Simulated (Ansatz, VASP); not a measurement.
This is a calculation of NbTe for Ansatz 0.2.0.

The input input:

```
crystal:
  lattice:
    - [3.4257, 0.0, 0.0]
    - [0.0, 3.4257, 0.0]
    - [0.0, 0.0, 3.4257]
  atoms:
    - { symbol: Nb, position: [0.5, 0.5, 0.5] }
    - { symbol: Te, position: [0.0, 0.0, 0.0] }
hamiltonian:
  xc: r2scan0
  pseudopotentials: { kind: paw }
kpoints:
  mp_grid: { grid: [4, 4, 4] }
scf:
  occupations: { method: fermi_dirac, width: 0.05 }
output:
  forces: true
  stress: true
  eigenvalues: true
```

Question: Translate it to VASP 6.6.1. Potentials there: VASP PAW PBE potentials, release 64 (Nb_sv, Te).

Answer: As run (the cutoff follows the program's own potentials):

The input POSCAR:

```
NbTe
1.0
    3.4257000000      0.0000000000      0.0000000000
    0.0000000000      3.4257000000      0.0000000000
    0.0000000000      0.0000000000      3.4257000000
Nb Te
1 1
Direct
    0.5000000000      0.5000000000      0.5000000000
    0.0000000000      0.0000000000      0.0000000000
```

Contents of INCAR.step1:

```
SYSTEM = NbTe
  ALGO = Normal
  EDIFF = 1E-5
  ENCUT = 520
  GGA = PE
  ISIF = 2
  ISMEAR = -1
  LASPH = .True.
  LREAL = .False.
  LWAVE = .True.
  NBANDS = 16
  NELM = 100
  PREC = Accurate
  SIGMA = 0.05
```

File INCAR.step2:

```
SYSTEM = NbTe
  AEXX = 0.25
  ALGO = Normal
  EDIFF = 1E-6
  ENCUT = 520
  ISIF = 2
  ISMEAR = -1
  ISTART = 1
  LASPH = .True.
  LCHARG = .True.
  LELF = .True.
  LHFCALC = .True.
  LMIXTAU = .True.
  LREAL = .False.
  LVHAR = .True.
  LWAVE = .False.
  METAGGA = R2SCAN
  NBANDS = 16
  NELM = 100
  PREC = Accurate
  PRECFOCK = Normal
  SIGMA = 0.05
```

Contents of KPOINTS:

```
k-points
0
Gamma
  4 4 4
  0 0 0
```

Potentials or basis: VASP PAW PBE potentials, release 64 (Nb_sv, Te).

The run is started by

```bash
$ cat potpaw_PBE.64/Nb_sv/POTCAR potpaw_PBE.64/Te/POTCAR > POTCAR
$ cp INCAR.step1 INCAR
$ mpirun -np 1 vasp_std > vasp.out
$ cp INCAR.step2 INCAR
$ mpirun -np 1 vasp_std > vasp.out
```

Both were run:

|  | VASP | Ansatz | Ansatz less VASP |
| --- | --- | --- | --- |
| gap on the k mesh at the Fermi level (eV) | none | none | - |
| pressure (GPa) | -4.5 | -3.8 | +0.74 |

VASP's potentials were made for PBE, not for r2SCAN0. A gap of «none» marks a metal or a gap that the smearing closes. With one functional, cell and mesh, what is left measures potentials, basis and numerics. VASP's potentials hold 19 valence electrons a cell and Ansatz's 29, so a difference there can come from the potentials and not from the codes.

The k mesh is coarse, so the values compare programs but aren't converged. Spin-orbit coupling is off throughout.
